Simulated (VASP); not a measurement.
# La2O3 (P-3m1) in VASP: further runs

Runs on La2O3. Level: r2SCAN. Tasks: single point.

Program: VASP 6.6.1. These are calculated values, not measurements. Logs are shortened: lines on timing, memory, paths and dates and some standing lists are left out, and cuts for length are marked.

## 1. The cell of the first run

Symmetry: P-3m1, No. 164, trigonal system. Conventional cell: a = 4.093 Å, b = 4.093 Å, c = 5.805 Å, α = 90.00°, β = 90.00°, γ = 120.00°. Within 3.1 Å of La (site symmetry 3m) lie 7 O at 2.38 to 2.75 Å. O (site symmetry 3m) has 4 La at 2.38 to 2.44 Å and 3 O at 2.96 Å within 3.1 Å. O (site symmetry -3m) has 6 La at 2.75 Å and 6 O at 3.10 Å within 3.6 Å.

## 2. Single point, r2SCAN (epitaxial xy strain +4.0%)

Contents of POSCAR:

```
La2O3
1.0
    4.0925056063      0.0000000000      0.0000000000
   -2.0462528032      3.5442138202      0.0000000000
    0.0000000000      0.0000000000      5.8045964637
La O
2 3
Direct
    0.6666666667      0.3333333333      0.7563856558
    0.3333333333      0.6666666667      0.2436143442
    0.6666666667      0.3333333333      0.3466156897
    0.3333333333      0.6666666667      0.6533843103
    0.0000000000      0.0000000000      0.0000000000
```

Contents of INCAR.step1:

```
SYSTEM = La2O3
  ALGO = Normal
  EDIFF = 1E-4
  ENCUT = 520
  GGA = PE
  ISMEAR = 0
  LASPH = .True.
  LCHARG = .False.
  LREAL = .False.
  LWAVE = .True.
  NBANDS = 28
  NELM = 80
  PREC = Accurate
  SIGMA = 0.01
```

Contents of INCAR.step2:

```
SYSTEM = La2O3
  ALGO = Normal
  EDIFF = 1E-6
  ENCUT = 520
  ISIF = 2
  ISMEAR = 0
  ISTART = 1
  LASPH = .True.
  LCHARG = .False.
  LMIXTAU = .True.
  LREAL = .False.
  LWAVE = .False.
  METAGGA = R2SCAN
  NBANDS = 28
  NELM = 80
  PREC = Accurate
  SIGMA = 0.01
```

Contents of KPOINTS:

```
k-points
0
Gamma
  12 12 4
  0 0 0
```

Potentials or basis: VASP PAW PBE potentials, release 64 (La, O).

The run is started by

```sh
$ cat potpaw_PBE.64/La/POTCAR potpaw_PBE.64/O/POTCAR > POTCAR
$ cp INCAR.step1 INCAR
$ mpirun -np 1 vasp_std > vasp.out
$ cp INCAR.step2 INCAR
$ mpirun -np 1 vasp_std > vasp.out
```

OUTCAR:

```text
SYSTEM = La2O3
   EDIFF = 1E-6
   ENCUT = 520
   ISIF = 2
   ISMEAR = 0
   ISTART = 1
   LASPH = .True.
   LREAL = .False.
   METAGGA = R2SCAN
   NELM = 80
   PREC = Accurate

 ion  position               nearest neighbor table
   1  0.667  0.333  0.756-   3 2.38   4 2.44   4 2.44   4 2.44   5 2.75   5 2.75   5 2.75
   2  0.333  0.667  0.244-   4 2.38   3 2.44   3 2.44   3 2.44   5 2.75   5 2.75   5 2.75
   3  0.667  0.333  0.347-   1 2.38   2 2.44   2 2.44   2 2.44
   4  0.333  0.667  0.653-   2 2.38   1 2.44   1 2.44   1 2.44
   5  0.000  0.000  0.000-   1 2.75   2 2.75   1 2.75   2 2.75   1 2.75   2 2.75

  LATTYP: Found a hexagonal cell.
 ALAT       =     4.0925056063
 C/A-ratio  =     1.4183478343

  Lattice vectors:

 A1 = (   4.0925056063,   0.0000000000,   0.0000000000)
 A2 = (  -2.0462528032,   3.5442138202,   0.0000000000)
 A3 = (   0.0000000000,   0.0000000000,   5.8045964637)

Analysis of symmetry for initial positions (statically):
=====================================================================
 Subroutine PRICEL returns:
 Original cell was already a primitive cell.

 Routine SETGRP: Setting up the symmetry group for a
 hexagonal supercell.

 Subroutine GETGRP returns: Found 12 space group operations
 (whereof 12 operations were pure point group operations)
 out of a pool of 24 trial point group operations.

The static configuration has the point symmetry D_3d.

Analysis of symmetry for dynamics (positions and initial velocities):
=====================================================================
 Subroutine PRICEL returns:
 Original cell was already a primitive cell.

 Routine SETGRP: Setting up the symmetry group for a
 hexagonal supercell.

 Subroutine GETGRP returns: Found 12 space group operations
 (whereof 12 operations were pure point group operations)
 out of a pool of 24 trial point group operations.

The dynamic configuration has the point symmetry D_3d.

 Subroutine INISYM returns: Found 12 space group operations
 (whereof 12 operations are pure point group operations),
 and found     1 'primitive' translations

----------------------------------------------------------------------------------------

                                     Primitive cell

  volume of cell :      84.1940

[... 92 lines left out ...]
   ENCUT  =  520.0 eV  38.22 Ry    6.18 a.u.   7.61  7.61 10.79*2*pi/ulx,y,z
   NELM   =     80;   NELMIN=  2; NELMDL=  0     # of ELM steps
   EDIFF  = 0.1E-05   stopping-criterion for ELM
   LREAL  =      F    real-space projection
   EDIFFG = 0.1E-04   stopping-criterion for IOM
   NSW    =      0    number of steps for IOM
   IBRION =     -1    ionic relax: 0-MD 1-quasi-New 2-CG
   NFREE  =      0    steps in history (QN), initial steepest desc. (CG)
   ISIF   =      2    stress and relaxation
   ISYM   =      2    0-nonsym 1-usesym 2-fastsym
   POTIM  = 0.5000    time-step for ionic-motion
   TEBEG  =    0.0;   TEEND  =   0.0 temperature during run
   PSTRESS=    0.0 pullay stress
   NELECT =      40.0000    total number of electrons
   NUPDOWN=      -1.0000    fix difference up-down
   EMIN   =  10.00;   EMAX   =-10.00  energy-range for DOS
   EFERMI =   0.00;   METHOD = LEGACY
   ISMEAR =     0;   SIGMA  =   0.01  broadening in eV -4-tet -1-fermi 0-gaus
   EFERMI_NEDOS =   21; number of points for ismear=-14 and -15
   IALGO  =     38    algorithm
   IMIX   =      4    mixing-type and parameters
     AMIX     =   0.40;   BMIX     =  1.00
     AMIX_MAG =   1.60;   BMIX_MAG =  1.00
  volume/ion in A,a.u.               =      16.84       113.63
  Fermi-wavevector in a.u.,A,eV,Ry     =   1.277422  2.413978 22.202084  1.631807
  Thomas-Fermi vector in A             =   2.410023
   LORBIT       =      0    0 simple, 1 ext, 2 COOP (PROOUT), +10 PAW based schemes
   METAGGA = R2SCAN    functional components
   LHFCALC =     F    Hartree Fock is set to
   AEXX    =    0.0000 exact exchange contribution
   IVDW    =     0    specifies the selected vdW correction
   LEPSILON=     F    determine dielectric tensor
   LRPA    =     F    only Hartree local field effects (RPA)
 non-spin polarized calculation
 Gauss-broadening in eV      SIGMA  =   0.01
  energy-cutoff  :      520.00
  volume of cell :       84.19
 maximum number of plane-waves:      2307
   NGX = 15   NGY = 15   NGZ = 21

 number of electron      40.0000017 magnetization

 Free energy of the ion-electron system (eV)
  ---------------------------------------------------
  ext. energy  EPLUGINS =         0.00000000
  ---------------------------------------------------
  free energy    TOTEN  =       -95.88552192 eV

  energy without entropy =      -95.88552192  energy(sigma->0) =      -95.88552192

 E-fermi :   5.7242     XC(G=0): -10.9587

 val. band max:        5.6242521699   @ k =   0.5000   0.0000   0.5000
 cond. band min:       9.4453729224   @ k =   0.3333   0.3333   0.0000
 fundamental gap:      3.8211207525
 Fermi energy:         5.7242132381

 k-point     1 :       0.0000    0.0000    0.0000
  band No.  band energies     occupation
      1     -25.4873      2.00000
      2     -25.1992      2.00000
      3     -12.2472      2.00000
      4     -11.2823      2.00000
      5     -10.5735      2.00000
      6      -8.5702      2.00000
[... 733 lines left out ...]
     27      11.2541      0.00000
     28      11.3562      0.00000

 [... further k-points ...]

------------------------ aborting loop because EDIFF is reached ----------------------------------------

  FORCE on cell =-STRESS in cart. coord.  units (eV):
  Direction    XX          YY          ZZ          XY          YZ          ZX
  --------------------------------------------------------------------------------------
  -------------------------------------------------------------------------------------
  Total       -4.2200001     -4.2200001     -0.1858621      0.0000000     -0.0000000      0.0000000
  in kB      -80.3048570    -80.3048570     -3.5368786      0.0000000     -0.0000000      0.0000000
  external PRESSURE =     -54.7155308 kB  Pullay stress =       0.0000000 kB

 VOLUME and BASIS-vectors are now :
 -----------------------------------------------------------------------------
  energy-cutoff  :      520.00
  volume of cell :       84.19
      direct lattice vectors                 reciprocal lattice vectors
     4.092505606  0.000000000  0.000000000     0.244349085  0.141075010  0.000000000
    -2.046252803  3.544213820  0.000000000     0.000000000  0.282150020  0.000000000
     0.000000000  0.000000000  5.804596464     0.000000000  0.000000000  0.172277264

 POSITION                                       TOTAL-FORCE (eV/Angst)
 -----------------------------------------------------------------------------------
      2.04625      1.18140      4.39051         0.000000      0.000000     -0.024595
     -0.00000      2.36281      1.41408        -0.000000     -0.000000      0.024595
      2.04625      1.18140      2.01196         0.000000     -0.000000      0.002384
     -0.00000      2.36281      3.79263        -0.000000      0.000000     -0.002384
      0.00000      0.00000      0.00000         0.000000      0.000000      0.000000
 -----------------------------------------------------------------------------------
    total drift:                               -0.000000      0.000000      0.000000

  FREE ENERGIE OF THE ION-ELECTRON SYSTEM (eV)
  ---------------------------------------------------
  free  energy   TOTEN  =       -95.8855219167 eV

  energy  without entropy=      -95.8855219167  energy(sigma->0) =      -95.88552192
```

OUTCAR.step1:

```text
SYSTEM = La2O3
   EDIFF = 1E-4
   ENCUT = 520
   GGA = PE
   ISMEAR = 0
[... 977 lines left out ...]
     -0.00000      2.36281      1.41408        -0.000000      0.000000      0.059895
      2.04625      1.18140      2.01196         0.000000     -0.000000      0.007246
     -0.00000      2.36281      3.79263        -0.000000      0.000000     -0.007246
      0.00000      0.00000      0.00000         0.000000      0.000000      0.000000
 -----------------------------------------------------------------------------------
    total drift:                               -0.000000      0.000000      0.000000

  FREE ENERGIE OF THE ION-ELECTRON SYSTEM (eV)
  ---------------------------------------------------
  free  energy   TOTEN  =       -41.6644223095 eV

  energy  without entropy=      -41.6644223095  energy(sigma->0) =      -41.66442231
```

OSZICAR.step1:

```text
N       E                     dE             d eps       ncg     rms          rms(c)
DAV:   1     0.480439241991E+03    0.48044E+03   -0.15415E+04  3960   0.218E+03
DAV:   2     0.870537463161E+02   -0.39339E+03   -0.37339E+03  5088   0.351E+02
DAV:   3    -0.320350605832E+02   -0.11909E+03   -0.11511E+03  6280   0.198E+02
DAV:   4    -0.462968877267E+02   -0.14262E+02   -0.14226E+02  6480   0.726E+01
DAV:   5    -0.472948763154E+02   -0.99799E+00   -0.99710E+00  6704   0.213E+01    0.146E+01
DAV:   6    -0.417346711522E+02    0.55602E+01   -0.50751E+01  6152   0.372E+01    0.756E+00
DAV:   7    -0.416668820655E+02    0.67789E-01   -0.56072E+00  7496   0.210E+01    0.337E+00
DAV:   8    -0.416660131102E+02    0.86896E-03   -0.59616E-01  6576   0.565E+00    0.115E+00
DAV:   9    -0.416601204270E+02    0.58927E-02   -0.10315E-01  7104   0.240E+00    0.348E-01
DAV:  10    -0.416628867592E+02   -0.27663E-02   -0.26398E-02  6672   0.933E-01    0.177E-01
DAV:  11    -0.416643930866E+02   -0.15063E-02   -0.10583E-02  7000   0.683E-01    0.150E-01
DAV:  12    -0.416643892310E+02    0.38555E-05   -0.40658E-03  6280   0.380E-01    0.561E-02
DAV:  13    -0.416644178111E+02   -0.28580E-04   -0.12148E-03  6144   0.227E-01    0.232E-02
DAV:  14    -0.416644223095E+02   -0.44984E-05   -0.13066E-04  3696   0.117E-01
   1 F= -.41664422E+02 E0= -.41664422E+02  d E =-.173259E-31
```

It took 29 min on 1 thread of AMD EPYC 7R13, shared host; peak memory 0.29 GiB.

What came out:

```
Free energy            : -95.8855 eV
Pressure               : -5.5 GPa
Largest force          : 0.025 eV/Å
Band gap on the k mesh : 3.82 eV, indirect (least direct gap 4.30 eV)
```

Forces in eV/Å, atoms in the order of the input:
```
La   0.000  0.000 -0.025
La   0.000  0.000  0.025
O    0.000  0.000  0.002
O    0.000  0.000 -0.002
O    0.000  0.000  0.000
```

Levels at points of the mesh, in eV from the valence-band top:
```csv
k point,band 16,band 17,band 18,band 19,band 20,band 21,band 22,band 23,band 24,band 25
"(0.00, 0.00, 0.00)",-1.86,-1.61,-0.44,-0.44,-0.26,4.48,4.48,4.49,5.59,5.60
"(0.50, 0.00, 0.00)",-1.02,-0.94,-0.69,-0.63,-0.27,4.07,4.96,5.32,5.38,5.46
"(0.00, 0.00, 0.50)",-1.99,-1.35,-0.70,-0.28,-0.28,4.72,4.72,4.88,5.47,5.55
"(0.50, 0.00, 0.50)",-1.27,-1.10,-0.76,-0.59,0.00,4.76,4.84,5.28,5.34,5.39
```

Caveat: the cell differs from its parent crystal (epitaxial xy strain +4.0%); the PAW data sets were made with another functional, which shifts forces and pressure a little; spin-orbit coupling is left out, which moves the levels of the heavy elements. A k mesh can miss the band edges.

## 3. Single point, r2SCAN (epitaxial xy strain -4.0%)

Contents of POSCAR:

```
La2O3
1.0
    3.7776974828      0.0000000000      0.0000000000
   -1.8888487414      3.2715819879      0.0000000000
    0.0000000000      0.0000000000      6.4355832607
La O
2 3
Direct
    0.6666666667      0.3333333333      0.7538316293
    0.3333333333      0.6666666667      0.2461683707
    0.6666666667      0.3333333333      0.3599304210
    0.3333333333      0.6666666667      0.6400695790
    0.0000000000      0.0000000000      0.0000000000
```

Contents of INCAR.step1:

```
PREC = Accurate
ENCUT = 520
ISMEAR = 0
SIGMA = 0.01
LREAL = F
LASPH = T
NELM = 60
NBANDS = 28
GGA = PE
ALGO = Normal
EDIFF = 1E-4
LWAVE = T
LCHARG = F
```

Contents of INCAR.step2:

```
PREC = Accurate
ENCUT = 520
EDIFF = 1E-6
ISMEAR = 0
SIGMA = 0.01
LREAL = F
LASPH = T
NELM = 60
ALGO = Normal
ISIF = 2
LWAVE = F
LCHARG = F
METAGGA = R2SCAN
LMIXTAU = T
NBANDS = 28
ISTART = 1
```

Contents of KPOINTS:

```
Automatic mesh
0
Gamma
  12 12 4
```

Potentials or basis: VASP PAW PBE potentials, release 64 (La, O).

The run is started by

```sh
$ cat potpaw_PBE.64/La/POTCAR potpaw_PBE.64/O/POTCAR > POTCAR
$ cp INCAR.step1 INCAR
$ mpirun -np 1 vasp_std > vasp.out
$ cp INCAR.step2 INCAR
$ mpirun -np 1 vasp_std > vasp.out
```

Wall time 7.4 min (1 thread of AMD EPYC 9R45 (Zen 5), shared host); peak memory 0.27 GiB.

Results (log left out):

```yaml
Free_energy: -95.8527 eV
Pressure: 6.7 GPa
Largest_force: 0.028 eV/Å
Band_gap_on_the_k_mesh: 4.14 eV, indirect (least direct gap 4.36 eV)
```

Forces in eV/Å, atoms in the order of the input:
```
La   0.000  0.000 -0.028
La   0.000  0.000  0.028
O    0.000  0.000 -0.017
O    0.000  0.000  0.017
O    0.000  0.000  0.000
```

Stress tensor (GPa, compression positive):
```
10.26  0.00  0.00
 0.00 10.26  0.00
 0.00  0.00 -0.45
```

Levels at points of the mesh, in eV from the valence-band top:
| k point | band 18 | band 19 | band 20 | band 21 | band 22 | band 23 |
| --- | --- | --- | --- | --- | --- | --- |
| (0.00, 0.00, 0.00) | -0.62 | -0.62 | -0.31 | 4.74 | 5.39 | 5.39 |
| (0.50, 0.00, 0.00) | -0.69 | -0.53 | -0.50 | 4.14 | 5.36 | 5.90 |
| (0.00, 0.00, 0.50) | -1.01 | -0.58 | -0.58 | 5.10 | 5.29 | 5.50 |
| (0.50, 0.00, 0.50) | -0.82 | -0.35 | -0.31 | 4.64 | 5.18 | 5.81 |

Caveat: the cell differs from its parent crystal (epitaxial xy strain -4.0%); the PAW data sets were made with another functional, which shifts forces and pressure a little; spin-orbit coupling is left out, which moves the levels of the heavy elements.

(Continued in part 2 of 2.)
